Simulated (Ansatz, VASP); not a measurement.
# TiC in VASP and in Ansatz

INCAR

```
SYSTEM = TiC
ALGO = Normal
EDIFF = 1E-7
ENCUT = 520
GGA = PE
ISIF = 2
ISMEAR = 0
LASPH = .TRUE.
LCHARG = .FALSE.
LREAL = .FALSE.
LWAVE = .FALSE.
NBANDS = 15
NELM = 100
PREC = Accurate
SIGMA = 0.1
```

The input KPOINTS:

```
k-points
0
G
  16 16 16
  0 0 0
```

File POSCAR:

```
TiC
1.0
    0.0000000000      2.1878617422      2.1878617422
    2.1878617422      0.0000000000      2.1878617422
    2.1878617422      2.1878617422      0.0000000000
Ti C
1 1
Direct
    0.0000000000      0.0000000000      0.0000000000
    0.5000000000      0.5000000000      0.5000000000
```

Input for Ansatz:

```yaml
crystal:
  lattice:
    - [0.0, 2.1878617422, 2.1878617422]
    - [2.1878617422, 0.0, 2.1878617422]
    - [2.1878617422, 2.1878617422, 0.0]
  atoms:
    - { symbol: Ti, position: [0.0, 0.0, 0.0] }
    - { symbol: C, position: [0.5, 0.5, 0.5] }
basis:
  ecutwfc: 420
kpoints:
  mp_grid: { grid: [16, 16, 16] }
hamiltonian:
  xc: pbe
scf:
  occupations: { method: gaussian, width: 0.1 }
output:
  forces: true
  stress: true
  eigenvalues: true
```

Alike in both runs: task single point; functional PBE; k mesh 16 × 16 × 16; occupations gaussian, width 0.1 eV; no spin polarisation.

```csv
,VASP,Ansatz
version,VASP 6.6.1,Ansatz 0.2.0
potentials or method,"VASP PAW PBE potentials, release 64 (Ti_sv, C), cutoff 520 eV","scalar-relativistic, plane waves, PAW"
valence electrons in the cell,16,16
```

|  | VASP | Ansatz | Ansatz less VASP |
| --- | --- | --- | --- |
| gap on the k mesh at the Fermi level (eV) | none | none | - |
| pressure (GPa) | -6.7 | -7.0 | -0.24 |

A gap of «none» marks a metal or a gap that the smearing closes.
